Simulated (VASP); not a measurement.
# GaSb (I-4m2) in VASP: further runs

GaSb is run at these levels: PBE; tasks: single point.

All numbers are computed with VASP 6.6.1; they aren't measurements. Logs are shortened: lines on timing, memory, paths and dates and some standing lists are left out, and cuts for length are marked.

**1. The cell of the first run**

The structure is tetragonal, space group I-4m2 (No. 119). Conventional cell: a = 4.218 Å, b = 4.218 Å, c = 6.214 Å, α = 90.00°, β = 90.00°, γ = 90.00°. Ga (site symmetry -4m2) has 4 Sb at 2.62 Å within 3.5 Å. Within 3.5 Å of Sb (site symmetry -4m2) lie 4 Ga at 2.62 Å.

**2. Single point, PBE (strain -0.0400 x Voigt [1, 1, 0, 0, 0, 0])**

File INCAR:

```
SYSTEM = GaSb
PREC = Accurate
ENCUT = 520
EDIFF = 1E-7
ISMEAR = 0
SIGMA = 0.15
LREAL = .False.
LASPH = .True.
NELM = 100
ALGO = Normal
ISIF = 2
LWAVE = .False.
LCHARG = .False.
GGA = PE
NBANDS = 16
```

File KPOINTS:

```
Automatic mesh
0
Gamma
  16 16 16
  0 0 0
```

File POSCAR:

```
GaSb
1.0
    0.0000000000      2.9826438063      3.1069206316
    2.9826438063      0.0000000000      3.1069206316
    2.9826438063      2.9826438063      0.0000000000
Ga Sb
1 1
Direct
    0.0000000000      0.0000000000      0.0000000000
    0.7500000000      0.7500000000      0.7500000000
```

Potentials or basis: VASP PAW PBE potentials, release 64 (Ga_d, Sb).

On the command line:

```sh
cat potpaw_PBE.64/Ga_d/POTCAR potpaw_PBE.64/Sb/POTCAR > POTCAR
mpirun -np 1 vasp_std > vasp.out
```

OUTCAR:

```text
SYSTEM = GaSb
   PREC = Accurate
   ENCUT = 520
   EDIFF = 1E-7
   ISMEAR = 0
   LREAL = .False.
   LASPH = .True.
   NELM = 100
   ISIF = 2
   GGA = PE

 ion  position               nearest neighbor table
   1  0.000  0.000  0.000-   2 2.62   2 2.62   2 2.62   2 2.62
   2  0.750  0.750  0.750-   1 2.62   1 2.62   1 2.62   1 2.62

  LATTYP: Found a body centered tetragonal cell.
 ALAT       =     4.2180953226
 C/A-ratio  =     1.4731391275

  Lattice vectors:

 A1 = (  -2.9826438063,   0.0000000000,   3.1069206316)
 A2 = (   2.9826438063,   0.0000000000,   3.1069206316)
 A3 = (   0.0000000000,   2.9826438063,  -3.1069206316)

Analysis of symmetry for initial positions (statically):
=====================================================================
 Subroutine PRICEL returns:
 Original cell was already a primitive cell.

 Routine SETGRP: Setting up the symmetry group for a
 body centered tetragonal supercell.

 Subroutine GETGRP returns: Found  8 space group operations
 (whereof  8 operations were pure point group operations)
 out of a pool of 16 trial point group operations.

The static configuration has the point symmetry D_2d.

Analysis of symmetry for dynamics (positions and initial velocities):
=====================================================================
 Subroutine PRICEL returns:
 Original cell was already a primitive cell.

 Routine SETGRP: Setting up the symmetry group for a
 body centered tetragonal supercell.

 Subroutine GETGRP returns: Found  8 space group operations
 (whereof  8 operations were pure point group operations)
 out of a pool of 16 trial point group operations.

The dynamic configuration has the point symmetry D_2d.

 Subroutine INISYM returns: Found  8 space group operations
 (whereof  8 operations are pure point group operations),
 and found     1 'primitive' translations

----------------------------------------------------------------------------------------

                                     Primitive cell

  volume of cell :      55.2794

  direct lattice vectors                    reciprocal lattice vectors
     0.000000000  2.982643806  3.106920632    -0.167636511  0.167636511  0.160931050
     2.982643806  0.000000000  3.106920632     0.167636511 -0.167636511  0.160931050
     2.982643806  2.982643806  0.000000000     0.167636511  0.167636511 -0.160931050

  length of vectors
     4.306868919  4.306868919  4.218095323     0.286535866  0.286535866  0.286535866

  position of ions in fractional coordinates (direct lattice)
     0.000000000  0.000000000  0.000000000
     0.750000000  0.750000000  0.750000000

  ion indices of the primitive-cell ions
   primitive index   ion index
                 1           1
                 2           2

----------------------------------------------------------------------------------------

 KPOINTS: Automatic mesh

Automatic generation of k-mesh.
 Grid dimensions read from file:
 generate k-points for:   16   16   16

 Generating k-lattice:

  Cartesian coordinates                     Fractional coordinates (reciprocal lattice)
    -0.010477282  0.010477282  0.010058191     0.062500000  0.000000000  0.000000000
     0.010477282 -0.010477282  0.010058191     0.000000000  0.062500000  0.000000000
     0.010477282  0.010477282 -0.010058191    -0.000000000 -0.000000000  0.062500000

  Length of vectors
     0.017908492  0.017908492  0.017908492

  Shift w.r.t. Gamma in fractional coordinates (k-lattice)
     0.000000000  0.000000000  0.000000000

 Subroutine IBZKPT returns following result:
 ===========================================

 Found    349 irreducible k-points:

 Following reciprocal coordinates:
            Coordinates               Weight
  0.000000  0.000000  0.000000      1.000000
  0.062500  0.000000  0.000000      8.000000
  0.125000  0.000000  0.000000      8.000000
  0.187500 -0.000000  0.000000      8.000000
  0.250000  0.000000  0.000000      8.000000
  0.312500  0.000000  0.000000      8.000000
[... 16 lines left out ...]
 -0.125000  0.062500  0.000000      8.000000
 -0.062500  0.062500  0.000000      4.000000
 [... further k-points ...]
   k-points           NKPTS =    349   k-points in BZ     NKDIM =    349   number of bands    NBANDS=     16
   number of dos      NEDOS =    301   number of ions     NIONS =      2
   total plane-waves  NPLWV =  32768
   dimension x,y,z NGX =    32 NGY =   32 NGZ =   32
   dimension x,y,z NGXF=    64 NGYF=   64 NGZF=   64
   ions per type =               1   1
   NGX,Y,Z   is equivalent  to a cutoff of  12.35, 12.35, 12.61 a.u.
   NGXF,Y,Z  is equivalent  to a cutoff of  24.70, 24.70, 25.22 a.u.
 SYSTEM =  GaSb
   PREC   = accura    normal or accurate (medium, high low for compatibility)
   ISTART =      0    job   : 0-new  1-cont  2-samecut
   ICHARG =      2    charge: 1-file 2-atom 10-const
   ISPIN  =      1    spin polarized calculation?
   LNONCOLLINEAR =      F non collinear calculations
   LSORBIT =      F    spin-orbit coupling
   LASPH  =      T    aspherical Exc in radial PAW
   ENCUT  =  520.0 eV  38.22 Ry    6.18 a.u.   8.01  8.01  7.84*2*pi/ulx,y,z
   NELM   =    100;   NELMIN=  2; NELMDL= -5     # of ELM steps
   EDIFF  = 0.1E-06   stopping-criterion for ELM
   LREAL  =      F    real-space projection
   EDIFFG = 0.1E-05   stopping-criterion for IOM
   NSW    =      0    number of steps for IOM
   IBRION =     -1    ionic relax: 0-MD 1-quasi-New 2-CG
   NFREE  =      0    steps in history (QN), initial steepest desc. (CG)
   ISIF   =      2    stress and relaxation
   ISYM   =      2    0-nonsym 1-usesym 2-fastsym
   POTIM  = 0.5000    time-step for ionic-motion
   TEBEG  =    0.0;   TEEND  =   0.0 temperature during run
   PSTRESS=    0.0 pullay stress
   NELECT =      18.0000    total number of electrons
   NUPDOWN=      -1.0000    fix difference up-down
   EMIN   =  10.00;   EMAX   =-10.00  energy-range for DOS
   EFERMI =   0.00;   METHOD = LEGACY
   ISMEAR =     0;   SIGMA  =   0.15  broadening in eV -4-tet -1-fermi 0-gaus
   EFERMI_NEDOS =   21; number of points for ismear=-14 and -15
   IALGO  =     38    algorithm
   IMIX   =      4    mixing-type and parameters
     AMIX     =   0.40;   BMIX     =  1.00
     AMIX_MAG =   1.60;   BMIX_MAG =  1.00
  volume/ion in A,a.u.               =      27.64       186.52
  Fermi-wavevector in a.u.,A,eV,Ry     =   1.126276  2.128352 17.258947  1.268497
  Thomas-Fermi vector in A             =   2.262957
   LORBIT       =      0    0 simple, 1 ext, 2 COOP (PROOUT), +10 PAW based schemes
   GGA     = PE    functional components
   LHFCALC =     F    Hartree Fock is set to
   AEXX    =    0.0000 exact exchange contribution
   IVDW    =     0    specifies the selected vdW correction
   LEPSILON=     F    determine dielectric tensor
   LRPA    =     F    only Hartree local field effects (RPA)
 non-spin polarized calculation
 Gauss-broadening in eV      SIGMA  =   0.15
  energy-cutoff  :      520.00
  volume of cell :       55.28
 maximum number of plane-waves:      1512
   NGX = 17   NGY = 17   NGZ = 15

 number of electron      17.9999997 magnetization

 Free energy of the ion-electron system (eV)
  ---------------------------------------------------
  ext. energy  EPLUGINS =         0.00000000
  ---------------------------------------------------
  free energy    TOTEN  =        -7.30250606 eV

  energy without entropy =       -7.30241352  energy(sigma->0) =       -7.30245979

 E-fermi :   5.4631     XC(G=0):  -9.2457

 val. band max:        5.3199910207   @ k =   0.0000   0.0000   0.0000
 cond. band min:       5.5104371833   @ k =   0.0000   0.0000   0.0000
 fundamental gap:      0.1904461625
 Fermi energy:         5.4630732232

 k-point     1 :       0.0000    0.0000    0.0000
  band No.  band energies     occupation
      1      -9.8749      2.00000
      2      -9.8696      2.00000
      3      -9.8696      2.00000
      4      -9.8182      2.00000
      5      -9.8145      2.00000
      6      -6.4883      2.00000
[... 8 lines left out ...]
     15      13.5062      0.00000
     16      14.2097      0.00000

 k-point     2 :       0.0625    0.0000    0.0000
  band No.  band energies     occupation
      1      -9.8750      2.00000
      2      -9.8702      2.00000
      3      -9.8691      2.00000
      4      -9.8183      2.00000
      5      -9.8145      2.00000
      6      -6.4462      2.00000
[... 8 lines left out ...]
     15      13.1664      0.00000
     16      13.8175      0.00000

 k-point     3 :       0.1250    0.0000    0.0000
  band No.  band energies     occupation
      1      -9.8770      2.00000
      2      -9.8703      2.00000
      3      -9.8676      2.00000
      4      -9.8186      2.00000
      5      -9.8146      2.00000
      6      -6.3212      2.00000
[... 8 lines left out ...]
     15      12.7858      0.00000
     16      13.3026      0.00000

 k-point     4 :       0.1875   -0.0000    0.0000
  band No.  band energies     occupation
      1      -9.8817      2.00000
      2      -9.8686      2.00000
      3      -9.8654      2.00000
      4      -9.8189      2.00000
      5      -9.8146      2.00000
      6      -6.1175      2.00000
[... 8 lines left out ...]
     15      12.7248      0.00000
     16      12.9814      0.00000

 k-point     5 :       0.2500    0.0000    0.0000
  band No.  band energies     occupation
      1      -9.8877      2.00000
      2      -9.8663      2.00000
      3      -9.8630      2.00000
      4      -9.8192      2.00000
      5      -9.8144      2.00000
      6      -5.8441      2.00000
[... 8 lines left out ...]
     15      12.8642      0.00000
     16      12.9386      0.00000

 k-point     6 :       0.3125    0.0000    0.0000
  band No.  band energies     occupation
      1      -9.8937      2.00000
      2      -9.8642      2.00000
      3      -9.8608      2.00000
      4      -9.8193      2.00000
      5      -9.8140      2.00000
      6      -5.5186      2.00000
[... 8 lines left out ...]
     15      13.2161      0.00000
     16      13.2741      0.00000

 k-point     7 :       0.3750   -0.0000    0.0000
  band No.  band energies     occupation
      1      -9.8988      2.00000
      2      -9.8624      2.00000
      3      -9.8591      2.00000
      4      -9.8192      2.00000
      5      -9.8135      2.00000
      6      -5.1768      2.00000
[... 8 lines left out ...]
     15      13.7801      0.00000
     16      13.9880      0.00000

 k-point     8 :       0.4375    0.0000    0.0000
  band No.  band energies     occupation
      1      -9.9022      2.00000
      2      -9.8613      2.00000
      3      -9.8580      2.00000
      4      -9.8191      2.00000
      5      -9.8131      2.00000
      6      -4.8903      2.00000
[... 8 lines left out ...]
     15      14.5299      0.00000
     16      14.8709      0.00000

 k-point     9 :       0.5000    0.0000    0.0000
  band No.  band energies     occupation
      1      -9.9033      2.00000
      2      -9.8610      2.00000
      3      -9.8577      2.00000
      4      -9.8190      2.00000
      5      -9.8130      2.00000
      6      -4.7718      2.00000
[... 8 lines left out ...]
     15      15.0953      0.00000
     16      15.4503      0.00000
[... 172 lines left out ...]
 k-point    19 :      -0.3750    0.0625    0.0000
  band No.  band energies     occupation
      1      -9.9007      2.00000
      2      -9.8613      2.00000
      3      -9.8584      2.00000
      4      -9.8197      2.00000
      5      -9.8132      2.00000
      6      -5.0294      2.00000
[... 8 lines left out ...]
     15      13.5558      0.00000
     16      15.2872      0.00000

 k-point    20 :      -0.3125    0.0625    0.0000
  band No.  band energies     occupation
      1      -9.8963      2.00000
      2      -9.8628      2.00000
      3      -9.8601      2.00000
      4      -9.8200      2.00000
      5      -9.8135      2.00000
      6      -5.3609      2.00000
[... 8 lines left out ...]
     15      12.9234      0.00000
     16      14.4223      0.00000

 k-point    21 :      -0.2500    0.0625    0.0000
  band No.  band energies     occupation
      1      -9.8905      2.00000
      2      -9.8649      2.00000
      3      -9.8624      2.00000
      4      -9.8200      2.00000
      5      -9.8138      2.00000
      6      -5.6966      2.00000
[... 8 lines left out ...]
     15      12.5741      0.00000
     16      13.7024      0.00000

 k-point    22 :      -0.1875    0.0625    0.0000
  band No.  band energies     occupation
      1      -9.8842      2.00000
      2      -9.8674      2.00000
      3      -9.8648      2.00000
      4      -9.8198      2.00000
      5      -9.8141      2.00000
      6      -5.9906      2.00000
[... 8 lines left out ...]
     15      12.6546      0.00000
     16      13.2562      0.00000

 k-point    23 :      -0.1250    0.0625    0.0000
  band No.  band energies     occupation
      1      -9.8783      2.00000
      2      -9.8702      2.00000
      3      -9.8669      2.00000
      4      -9.8193      2.00000
      5      -9.8143      2.00000
      6      -6.2202      2.00000
[... 8 lines left out ...]
     15      12.7527      0.00000
     16      13.1598      0.00000

 k-point    24 :      -0.0625    0.0625    0.0000
  band No.  band energies     occupation
      1      -9.8735      2.00000
      2      -9.8727      2.00000
      3      -9.8685      2.00000
      4      -9.8188      2.00000
      5      -9.8144      2.00000
      6      -6.3739      2.00000
[... 8 lines left out ...]
     15      13.2114      0.00000
     16      13.3448      0.00000

 [... further k-points ...]

------------------------ aborting loop because EDIFF is reached ----------------------------------------

  FORCE on cell =-STRESS in cart. coord.  units (eV):
  Direction    XX          YY          ZZ          XY          YZ          ZX
  --------------------------------------------------------------------------------------
  -------------------------------------------------------------------------------------
  Total        1.7760577      1.7760577      1.1184233      0.0000000     -0.0000000      0.0000000
  in kB       51.4759919     51.4759919     32.4155837      0.0000000     -0.0000000      0.0000000
  external PRESSURE =      45.1225225 kB  Pullay stress =       0.0000000 kB

 VOLUME and BASIS-vectors are now :
 -----------------------------------------------------------------------------
  energy-cutoff  :      520.00
  volume of cell :       55.28
      direct lattice vectors                 reciprocal lattice vectors
     0.000000000  2.982643806  3.106920632    -0.167636511  0.167636511  0.160931050
     2.982643806  0.000000000  3.106920632     0.167636511 -0.167636511  0.160931050
     2.982643806  2.982643806  0.000000000     0.167636511  0.167636511 -0.160931050

 POSITION                                       TOTAL-FORCE (eV/Angst)
 -----------------------------------------------------------------------------------
      0.00000      0.00000      0.00000         0.000000      0.000000      0.000000
      4.47397      4.47397      4.66038        -0.000000     -0.000000     -0.000000
 -----------------------------------------------------------------------------------
    total drift:                               -0.000001     -0.000001     -0.000004

  FREE ENERGIE OF THE ION-ELECTRON SYSTEM (eV)
  ---------------------------------------------------
  free  energy   TOTEN  =        -7.3025060634 eV

  energy  without entropy=       -7.3024135150  energy(sigma->0) =       -7.30245979
```

Wall time 5.3 min (1 thread of AMD EPYC 7R43 (Zen 3), shared host); peak memory 0.4 GiB.

What came out:

```yaml
Free_energy: -7.3025 eV
Pressure: 4.5 GPa
Band_gap_on_the_k_mesh: 0.19 eV, direct
```

Caveat: the cell differs from its parent crystal (strain -0.0400 x Voigt [1, 1, 0, 0, 0, 0]); spin-orbit coupling is left out, which moves the levels of the heavy elements. A k mesh can miss the band edges.

**3. Single point, PBE (strain -0.0300 x Voigt [1, 1, 0, 0, 0, 0])**

File INCAR:

```
SYSTEM = GaSb
  PREC = Accurate
  ENCUT = 520
  EDIFF = 1E-7
  ISMEAR = 0
  SIGMA = 0.15
  LREAL = .False.
  LASPH = .True.
  NELM = 100
  ALGO = Normal
  ISIF = 2
  LWAVE = .False.
  LCHARG = .True.
  GGA = PE
  LELF = .True.
  LVHAR = .True.
  NBANDS = 16
```

KPOINTS is that of step 2.

File POSCAR:

```
GaSb
1.0
    0.0000000000      3.0137130127      3.1069206316
    3.0137130127      0.0000000000      3.1069206316
    3.0137130127      3.0137130127      0.0000000000
Ga Sb
1 1
Direct
    0.0000000000      0.0000000000      0.0000000000
    0.7500000000      0.7500000000      0.7500000000
```

Potentials or basis: VASP PAW PBE potentials, release 64 (Ga_d, Sb).

On the command line:

```sh
cat potpaw_PBE.64/Ga_d/POTCAR potpaw_PBE.64/Sb/POTCAR > POTCAR
mpirun -np 1 vasp_std > vasp.out
```

Run time: 6.1 min. Hardware: 1 thread of AMD EPYC 7R43 (Zen 3), shared host; peak memory 0.39 GiB.

The run converged. Its results:

* Free energy: -7.3343 eV
* Pressure: 3.2 GPa

Stress tensor (GPa, compression positive):
```
3.69 0.00 0.00
0.00 3.69 0.00
0.00 0.00 2.31
```

Levels at points of the mesh, in eV from the Fermi level:
```tsv
k point	band 7	band 8	band 9	band 10	band 11	band 12
(0.00, 0.00, 0.00)	-0.31	-0.12	-0.12	-0.05	2.57	2.57
(0.50, 0.00, 0.00)	-6.62	-1.48	-1.24	0.24	3.50	3.65
(0.50, 0.50, 0.00)	-7.15	-2.68	-2.68	0.86	1.17	8.58
(0.50, 0.00, 0.50)	-7.01	-2.88	-2.85	0.63	0.98	8.54
```

Caveat: the cell differs from its parent crystal (strain -0.0300 x Voigt [1, 1, 0, 0, 0, 0]); spin-orbit coupling is left out, which moves the levels of the heavy elements.
